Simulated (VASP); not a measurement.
# KF (Fmmm) in VASP: a series of runs

The runs below take KF through single point, with LDA.

All numbers are computed with VASP 6.6.1; they aren't measurements. Logs are shortened: lines on timing, memory, paths and dates and some standing lists are left out, and cuts for length are marked.

### Step 1. The cell of the first run

The structure is orthorhombic, space group Fmmm (No. 69). Conventional cell: a = 5.163 Å, b = 5.254 Å, c = 5.938 Å, α = 90.00°, β = 90.00°, γ = 90.00°. Within 3.4 Å of K (site symmetry mmm) lie 6 F at 2.58 to 2.97 Å. F (site symmetry mmm) has 6 K at 2.58 to 2.97 Å within 3.4 Å.

### Step 2. Single point, LDA (normal strain along x +0.0175, normal strain along z +0.1500)

Input file INCAR:

```
SYSTEM = KF
PREC = Accurate
ENCUT = 520
EDIFF = 1E-6
ISMEAR = 0
SIGMA = 0.05
LREAL = .FALSE.
LASPH = .TRUE.
NELM = 80
ALGO = Normal
ISIF = 2
LWAVE = .FALSE.
LCHARG = .TRUE.
LELF = .TRUE.
LVHAR = .TRUE.
NBANDS = 15
```

Input file KPOINTS:

```
Automatic mesh
0
G
  8 8 8
  0 0 0
```

Input file POSCAR:

```
KF
1.0
    0.0000000000      2.5817196783      2.9689776300
    2.6268997727      0.0000000000      2.9689776300
    2.6268997727      2.5817196783      0.0000000000
K F
1 1
Direct
    0.0000000000      0.0000000000      0.0000000000
    0.5000000000      0.5000000000      0.5000000000
```

Potentials or basis: VASP PAW LDA potentials, release 64 (K_sv, F).

Run with:

```sh
cat potpaw_LDA.64/K_sv/POTCAR potpaw_LDA.64/F/POTCAR > POTCAR
mpirun -np 1 vasp_std > vasp.out
```

OUTCAR:

```text
SYSTEM = KF
   PREC = Accurate
   ENCUT = 520
   EDIFF = 1E-6
   ISMEAR = 0
   LREAL = .FALSE.
   LASPH = .TRUE.
   NELM = 80
   ISIF = 2

 ion  position               nearest neighbor table
   1  0.000  0.000  0.000-   2 2.58   2 2.58   2 2.63   2 2.63
   2  0.500  0.500  0.500-   1 2.58   1 2.58   1 2.63   1 2.63

  LATTYP: Found a face centered orthorhombic cell.
 ALAT       =     5.1634393566
 B/A-ratio  =     1.0175000000
 C/A-ratio  =     1.1500000000

  Lattice vectors:

 A1 = (   2.6268997727,   0.0000000000,  -2.9689776300)
 A2 = (   0.0000000000,   2.5817196783,  -2.9689776300)
 A3 = (   2.6268997727,   2.5817196783,   0.0000000000)

Analysis of symmetry for initial positions (statically):
=====================================================================
 Subroutine PRICEL returns:
 Original cell was already a primitive cell.

 Routine SETGRP: Setting up the symmetry group for a
 face centered orthorhombic supercell.

 Subroutine GETGRP returns: Found  8 space group operations
 (whereof  8 operations were pure point group operations)
 out of a pool of  8 trial point group operations.

The static configuration has the point symmetry D_2h.

Analysis of symmetry for dynamics (positions and initial velocities):
=====================================================================
 Subroutine PRICEL returns:
 Original cell was already a primitive cell.

 Routine SETGRP: Setting up the symmetry group for a
 face centered orthorhombic supercell.

 Subroutine GETGRP returns: Found  8 space group operations
 (whereof  8 operations were pure point group operations)
 out of a pool of  8 trial point group operations.

The dynamic configuration has the point symmetry D_2h.

 Subroutine INISYM returns: Found  8 space group operations
 (whereof  8 operations are pure point group operations),
 and found     1 'primitive' translations

----------------------------------------------------------------------------------------

                                     Primitive cell

  volume of cell :      40.2707

  direct lattice vectors                    reciprocal lattice vectors
     0.000000000  2.581719678  2.968977630    -0.190338438  0.193669361  0.168408140
     2.626899773  0.000000000  2.968977630     0.190338438 -0.193669361  0.168408140
     2.626899773  2.581719678  0.000000000     0.190338438  0.193669361 -0.168408140

  length of vectors
     3.934476416  3.964269237  3.683188688     0.319527532  0.319527532  0.319527532

  position of ions in fractional coordinates (direct lattice)
     0.000000000  0.000000000  0.000000000
     0.500000000  0.500000000  0.500000000

  ion indices of the primitive-cell ions
   primitive index   ion index
                 1           1
                 2           2

----------------------------------------------------------------------------------------

 KPOINTS: Automatic mesh

Automatic generation of k-mesh.
 Grid dimensions read from file:
 generate k-points for:    8    8    8

 Generating k-lattice:

  Cartesian coordinates                     Fractional coordinates (reciprocal lattice)
    -0.023792305  0.024208670  0.021051017     0.125000000  0.000000000  0.000000000
     0.023792305 -0.024208670  0.021051017     0.000000000  0.125000000  0.000000000
     0.023792305  0.024208670 -0.021051017    -0.000000000 -0.000000000  0.125000000

  Length of vectors
     0.039940942  0.039940942  0.039940942

  Shift w.r.t. Gamma in fractional coordinates (k-lattice)
     0.000000000  0.000000000  0.000000000

 Subroutine IBZKPT returns following result:
 ===========================================

 Found     95 irreducible k-points:

 Following reciprocal coordinates:
            Coordinates               Weight
  0.000000  0.000000  0.000000      1.000000
  0.125000  0.000000  0.000000      8.000000
  0.250000  0.000000  0.000000      8.000000
  0.375000  0.000000  0.000000      8.000000
  0.500000  0.000000  0.000000      4.000000
  0.125000  0.125000  0.000000      2.000000
[... 16 lines left out ...]
  0.250000 -0.000000  0.125000      8.000000
  0.375000  0.000000  0.125000      8.000000
 [... further k-points ...]
   k-points           NKPTS =     95   k-points in BZ     NKDIM =     95   number of bands    NBANDS=     15
   number of dos      NEDOS =    301   number of ions     NIONS =      2
   total plane-waves  NPLWV =  25200
   dimension x,y,z NGX =    30 NGY =   30 NGZ =   28
   dimension x,y,z NGXF=    60 NGYF=   60 NGZF=   56
   ions per type =               1   1
   NGX,Y,Z   is equivalent  to a cutoff of  12.68, 12.58, 12.64 a.u.
   NGXF,Y,Z  is equivalent  to a cutoff of  25.35, 25.16, 25.28 a.u.
 SYSTEM =  KF
   PREC   = accura    normal or accurate (medium, high low for compatibility)
   ISTART =      0    job   : 0-new  1-cont  2-samecut
   ICHARG =      2    charge: 1-file 2-atom 10-const
   ISPIN  =      1    spin polarized calculation?
   LNONCOLLINEAR =      F non collinear calculations
   LSORBIT =      F    spin-orbit coupling
   LASPH  =      T    aspherical Exc in radial PAW
   ENCUT  =  520.0 eV  38.22 Ry    6.18 a.u.   7.32  7.37  6.85*2*pi/ulx,y,z
   NELM   =     80;   NELMIN=  2; NELMDL= -5     # of ELM steps
   EDIFF  = 0.1E-05   stopping-criterion for ELM
   LREAL  =      F    real-space projection
   EDIFFG = 0.1E-04   stopping-criterion for IOM
   NSW    =      0    number of steps for IOM
   IBRION =     -1    ionic relax: 0-MD 1-quasi-New 2-CG
   NFREE  =      0    steps in history (QN), initial steepest desc. (CG)
   ISIF   =      2    stress and relaxation
   ISYM   =      2    0-nonsym 1-usesym 2-fastsym
   POTIM  = 0.5000    time-step for ionic-motion
   TEBEG  =    0.0;   TEEND  =   0.0 temperature during run
   PSTRESS=    0.0 pullay stress
   NELECT =      16.0000    total number of electrons
   NUPDOWN=      -1.0000    fix difference up-down
   EMIN   =  10.00;   EMAX   =-10.00  energy-range for DOS
   EFERMI =   0.00;   METHOD = LEGACY
   ISMEAR =     0;   SIGMA  =   0.05  broadening in eV -4-tet -1-fermi 0-gaus
   EFERMI_NEDOS =   21; number of points for ismear=-14 and -15
   IALGO  =     38    algorithm
   IMIX   =      4    mixing-type and parameters
     AMIX     =   0.40;   BMIX     =  1.00
     AMIX_MAG =   1.60;   BMIX_MAG =  1.00
  volume/ion in A,a.u.               =      20.14       135.88
  Fermi-wavevector in a.u.,A,eV,Ry     =   1.203515  2.274314 19.707350  1.448449
  Thomas-Fermi vector in A             =   2.339267
   LORBIT       =      0    0 simple, 1 ext, 2 COOP (PROOUT), +10 PAW based schemes
   GGA     = CA    functional components
   LHFCALC =     F    Hartree Fock is set to
   AEXX    =    0.0000 exact exchange contribution
   IVDW    =     0    specifies the selected vdW correction
   LEPSILON=     F    determine dielectric tensor
   LRPA    =     F    only Hartree local field effects (RPA)
 non-spin polarized calculation
 Gauss-broadening in eV      SIGMA  =   0.05
  energy-cutoff  :      520.00
  volume of cell :       40.27
 maximum number of plane-waves:      1110
 NGX is ok and might be reduce to    30
   NGX = 15   NGY = 15   NGZ = 13

 number of electron      15.9999995 magnetization

 Free energy of the ion-electron system (eV)
  ---------------------------------------------------
  ext. energy  EPLUGINS =         0.00000000
  ---------------------------------------------------
  free energy    TOTEN  =        -8.94761963 eV

  energy without entropy =       -8.94761963  energy(sigma->0) =       -8.94761963

 E-fermi :  -3.0245     XC(G=0):  -8.8453

 val. band max:       -3.3042242179   @ k =   0.0000   0.0000   0.0000
 cond. band min:       2.0953907201   @ k =   0.0000   0.0000   0.0000
 fundamental gap:      5.3996149380
 Fermi energy:        -3.0244810895

 k-point     1 :       0.0000    0.0000    0.0000
  band No.  band energies     occupation
      1     -29.0999      2.00000
      2     -21.5788      2.00000
      3     -12.6597      2.00000
      4     -12.6011      2.00000
      5     -12.5922      2.00000
      6      -3.4516      2.00000
      7      -3.3410      2.00000
      8      -3.3042      2.00000
      9       2.0954      0.00000
     10       6.5667      0.00000
     11       7.3106      0.00000
     12       7.4018      0.00000
     13       8.2108      0.00000
     14       9.3152      0.00000
     15      12.8089      0.00000

 k-point     2 :       0.1250    0.0000    0.0000
  band No.  band energies     occupation
      1     -29.0870      2.00000
      2     -21.5927      2.00000
      3     -12.6841      2.00000
      4     -12.6171      2.00000
      5     -12.5918      2.00000
      6      -3.5297      2.00000
      7      -3.4385      2.00000
      8      -3.3825      2.00000
      9       2.5077      0.00000
     10       6.6366      0.00000
     11       7.1958      0.00000
     12       7.5536      0.00000
     13       8.3703      0.00000
     14       9.4476      0.00000
     15      13.5696      0.00000

 k-point     3 :       0.2500    0.0000    0.0000
  band No.  band energies     occupation
      1     -29.0558      2.00000
      2     -21.6267      2.00000
      3     -12.7576      2.00000
      4     -12.6504      2.00000
      5     -12.5798      2.00000
      6      -3.8117      2.00000
      7      -3.5667      2.00000
      8      -3.5351      2.00000
      9       3.5422      0.00000
     10       6.3804      0.00000
     11       7.5136      0.00000
     12       8.0578      0.00000
     13       8.8996      0.00000
     14       9.8232      0.00000
     15      14.3182      0.00000
[... 343 lines left out ...]
 k-point    23 :       0.2500   -0.0000    0.1250
  band No.  band energies     occupation
      1     -29.0526      2.00000
      2     -21.6295      2.00000
      3     -12.7277      2.00000
      4     -12.6899      2.00000
      5     -12.5846      2.00000
      6      -3.8508      2.00000
      7      -3.5430      2.00000
      8      -3.4530      2.00000
      9       3.4094      0.00000
     10       6.1205      0.00000
     11       7.6601      0.00000
     12       8.0821      0.00000
     13       8.9140      0.00000
     14       9.7460      0.00000
     15      14.8076      0.00000

 k-point    24 :       0.3750    0.0000    0.1250
  band No.  band energies     occupation
      1     -29.0221      2.00000
      2     -21.6547      2.00000
      3     -12.8160      2.00000
      4     -12.7139      2.00000
      5     -12.6113      2.00000
      6      -4.0076      2.00000
      7      -3.6497      2.00000
      8      -3.5900      2.00000
      9       4.5335      0.00000
     10       5.8834      0.00000
     11       8.1529      0.00000
     12       8.5195      0.00000
     13       9.7886      0.00000
     14      10.1579      0.00000
     15      13.2621      0.00000

 [... further k-points ...]
[... 5 lines left out ...]
  --------------------------------------------------------------------------------------
  -------------------------------------------------------------------------------------
  Total       -0.7379560     -0.4900741     -1.3608931      0.0000000      0.0000000      0.0000000
  in kB      -29.3596936    -19.4976751    -54.1433443      0.0000000      0.0000000      0.0000000
  external PRESSURE =     -34.3335710 kB  Pullay stress =       0.0000000 kB

 VOLUME and BASIS-vectors are now :
 -----------------------------------------------------------------------------
  energy-cutoff  :      520.00
  volume of cell :       40.27
      direct lattice vectors                 reciprocal lattice vectors
     0.000000000  2.581719678  2.968977630    -0.190338438  0.193669361  0.168408140
     2.626899773  0.000000000  2.968977630     0.190338438 -0.193669361  0.168408140
     2.626899773  2.581719678  0.000000000     0.190338438  0.193669361 -0.168408140

 POSITION                                       TOTAL-FORCE (eV/Angst)
 -----------------------------------------------------------------------------------
      0.00000      0.00000      0.00000         0.000000      0.000000      0.000000
      2.62690      2.58172      2.96898        -0.000000      0.000000      0.000000
 -----------------------------------------------------------------------------------
    total drift:                                0.000000      0.000000      0.000000

  FREE ENERGIE OF THE ION-ELECTRON SYSTEM (eV)
  ---------------------------------------------------
  free  energy   TOTEN  =        -8.9476196340 eV

  energy  without entropy=       -8.9476196340  energy(sigma->0) =       -8.94761963
```

Wall time 27 s (1 thread of AMD EPYC 9R45 (Zen 5), shared host); peak memory 0.15 GiB.

Results:

| Quantity | Value |
| --- | --- |
| Free energy | -8.9476 eV |
| Pressure | -3.4 GPa |
| Band gap on the k mesh | 5.40 eV, direct |

Caveat: the cell differs from its parent crystal (normal strain along x +0.0175, normal strain along z +0.1500).

### Step 3. Single point, LDA (normal strain along x -0.0175, normal strain along z +0.0750)

Input file INCAR:

```
SYSTEM = KF
ALGO = Normal
EDIFF = 1E-6
ENCUT = 520
ISIF = 2
ISMEAR = 0
LASPH = .TRUE.
LCHARG = .FALSE.
LREAL = .FALSE.
LWAVE = .FALSE.
NBANDS = 15
NELM = 80
PREC = Accurate
SIGMA = 0.05
```

Input file KPOINTS:

```
k-points
0
G
  8 8 8
  0 0 0
```

Input file POSCAR:

```
KF
1.0
    0.0000000000      2.5817196783      2.7753486542
    2.5365395839      0.0000000000      2.7753486542
    2.5365395839      2.5817196783      0.0000000000
K F
1 1
Direct
    0.0000000000      0.0000000000      0.0000000000
    0.5000000000      0.5000000000      0.5000000000
```

Potentials or basis: VASP PAW LDA potentials, release 64 (K_sv, F).

Run with:

```sh
cat potpaw_LDA.64/K_sv/POTCAR potpaw_LDA.64/F/POTCAR > POTCAR
mpirun -np 1 vasp_std > vasp.out
```

It took 20 s on 1 thread of Intel Xeon 6975P-C (Granite Rapids), shared host; peak memory 0.17 GiB.

Results (log left out):

```
Free energy            : -9.0340 eV
Pressure               : -1.3 GPa
Band gap on the k mesh : 5.92 eV, direct
```

Stress tensor (GPa, compression positive):
```
 0.90  0.00  0.00
 0.00 -0.58  0.00
 0.00  0.00 -4.13
```

Levels at points of the mesh, in eV from the valence-band top:
```tsv
k point	band 6	band 7	band 8	band 9	band 10	band 11
(0.00, 0.00, 0.00)	-0.16	-0.05	0.00	5.93	10.25	10.73
(0.50, 0.00, 0.00)	-0.99	-0.51	-0.49	8.88	10.47	11.92
(0.50, 0.50, 0.00)	-0.40	-0.08	-0.03	8.06	10.34	11.20
(0.50, 0.00, 0.50)	-0.22	-0.20	-0.02	7.83	10.31	11.85
(0.00, 0.50, 0.50)	-0.22	-0.13	-0.08	7.75	10.36	12.01
```

Caveat: the cell differs from its parent crystal (normal strain along x -0.0175, normal strain along z +0.0750). A k mesh can miss the band edges.

### Step 4. Single point, LDA (normal strain along x +0.0350, normal strain along z +0.0375)

Input file INCAR:

```
SYSTEM = KF
PREC = Accurate ; ENCUT = 520
EDIFF = 1E-6 ; ISMEAR = 0
SIGMA = 0.05 ; LREAL = .False.
LASPH = .True. ; NELM = 60
ALGO = Normal ; ISIF = 2
LWAVE = .False. ; LCHARG = .False.
GGA = CA ; NBANDS = 15
```

Input file KPOINTS:

```
Automatic mesh
0
Gamma
  8 8 8
  0 0 0
```

Input file POSCAR:

```
KF
1.0
    0.0000000000      2.5817196783      2.6785341662
    2.6720798670      0.0000000000      2.6785341662
    2.6720798670      2.5817196783      0.0000000000
K F
1 1
Direct
    0.0000000000      0.0000000000      0.0000000000
    0.5000000000      0.5000000000      0.5000000000
```

Potentials or basis: VASP PAW LDA potentials, release 64 (K_sv, F).

Run with:

```sh
cat potpaw_LDA.64/K_sv/POTCAR potpaw_LDA.64/F/POTCAR > POTCAR
mpirun -np 1 vasp_std > vasp.out
```

OUTCAR:

```text
SYSTEM = KF
   PREC = Accurate
   ENCUT = 520
   EDIFF = 1E-6
   ISMEAR = 0
   LREAL = .False.
   LASPH = .True.
   NELM = 60
   ISIF = 2
   GGA = CA

 ion  position               nearest neighbor table
   1  0.000  0.000  0.000-   2 2.58   2 2.58   2 2.67   2 2.67   2 2.68   2 2.68
   2  0.500  0.500  0.500-   1 2.58   1 2.58   1 2.67   1 2.67   1 2.68   1 2.68

  LATTYP: Found a face centered orthorhombic cell.
 ALAT       =     5.1634393566
 B/A-ratio  =     1.0350000000
 C/A-ratio  =     1.0375000000

  Lattice vectors:

[... 620 lines left out ...]

  FORCE on cell =-STRESS in cart. coord.  units (eV):
  Direction    XX          YY          ZZ          XY          YZ          ZX
  --------------------------------------------------------------------------------------
  -------------------------------------------------------------------------------------
  Total       -0.6940612     -0.2226682     -0.7198130      0.0000000      0.0000000      0.0000000
  in kB      -30.0900296     -9.6534623    -31.2064660      0.0000000      0.0000000      0.0000000
  external PRESSURE =     -23.6499860 kB  Pullay stress =       0.0000000 kB

 VOLUME and BASIS-vectors are now :
 -----------------------------------------------------------------------------
  energy-cutoff  :      520.00
  volume of cell :       36.96
      direct lattice vectors                 reciprocal lattice vectors
     0.000000000  2.581719678  2.678534166    -0.187120155  0.193669361  0.186669263
     2.672079867  0.000000000  2.678534166     0.187120155 -0.193669361  0.186669263
     2.672079867  2.581719678  0.000000000     0.187120155  0.193669361 -0.186669263

 POSITION                                       TOTAL-FORCE (eV/Angst)
 -----------------------------------------------------------------------------------
      0.00000      0.00000      0.00000         0.000000      0.000000      0.000000
      2.67208      2.58172      2.67853        -0.000000     -0.000000      0.000000
 -----------------------------------------------------------------------------------
    total drift:                                0.000000      0.000000      0.000000

  FREE ENERGIE OF THE ION-ELECTRON SYSTEM (eV)
  ---------------------------------------------------
  free  energy   TOTEN  =        -9.0493035179 eV

  energy  without entropy=       -9.0493035179  energy(sigma->0) =       -9.04930352
```

OSZICAR:

```text
N       E                     dE             d eps       ncg     rms          rms(c)
DAV:   1     0.113051418274E+03    0.11305E+03   -0.81364E+03  2858   0.104E+03
DAV:   2    -0.529505612586E+01   -0.11835E+03   -0.10588E+03  3594   0.290E+02
DAV:   3    -0.101128546747E+02   -0.48178E+01   -0.47901E+01  3790   0.524E+01
DAV:   4    -0.102452786250E+02   -0.13242E+00   -0.13240E+00  3764   0.859E+00
DAV:   5    -0.102476117437E+02   -0.23331E-02   -0.23331E-02  3918   0.900E-01    0.615E+00
DAV:   6    -0.912810829391E+01    0.11195E+01   -0.31545E+00  2941   0.149E+01    0.428E+00
DAV:   7    -0.907660196309E+01    0.51506E-01   -0.80316E-02  3739   0.221E+00    0.254E+00
DAV:   8    -0.904919399899E+01    0.27408E-01   -0.47971E-02  3459   0.214E+00    0.213E-01
DAV:   9    -0.904916745434E+01    0.26545E-04   -0.29505E-03  3389   0.471E-01    0.980E-02
DAV:  10    -0.904930171201E+01   -0.13426E-03   -0.26741E-04  3757   0.173E-01    0.485E-02
DAV:  11    -0.904930351316E+01   -0.18011E-05   -0.43561E-05  4005   0.758E-02    0.137E-02
DAV:  12    -0.904930351787E+01   -0.47166E-08   -0.49402E-06  3514   0.252E-02
   1 F= -.90493035E+01 E0= -.90493035E+01  d E =-.220859E-15
```

Run time: 18 s. Hardware: 1 thread of Intel Xeon 6975P-C (Granite Rapids), shared host; peak memory 0.17 GiB.

What came out:

```
Free energy            : -9.0493 eV
Pressure               : -2.4 GPa
Band gap on the k mesh : 5.90 eV, direct
```

Stress tensor (GPa, compression positive):
```
-3.01  0.00  0.00
 0.00 -0.97  0.00
 0.00  0.00 -3.12
```

Levels at points of the mesh, in eV from the valence-band top:
```csv
k point,band 4,band 5,band 6,band 7,band 8,band 9,band 10,band 11,band 12,band 13
"(0.00, 0.00, 0.00)",-9.04,-9.04,-0.07,-0.07,0.00,5.90,10.48,10.49,10.71,12.15
"(0.50, 0.00, 0.00)",-9.10,-9.05,-0.93,-0.45,-0.44,8.86,10.40,11.96,12.20,14.46
"(0.50, 0.50, 0.00)",-9.30,-9.25,-0.28,-0.12,-0.04,7.93,10.24,11.48,13.71,14.29
"(0.50, 0.00, 0.50)",-9.32,-9.32,-0.17,-0.12,-0.12,7.78,10.28,11.81,13.70,14.42
"(0.00, 0.50, 0.50)",-9.31,-9.25,-0.27,-0.12,-0.04,7.92,10.24,11.50,13.71,14.27
```

Caveat: the cell differs from its parent crystal (normal strain along x +0.0350, normal strain along z +0.0375). A k mesh can miss the band edges.

[end of part 1 of 2]
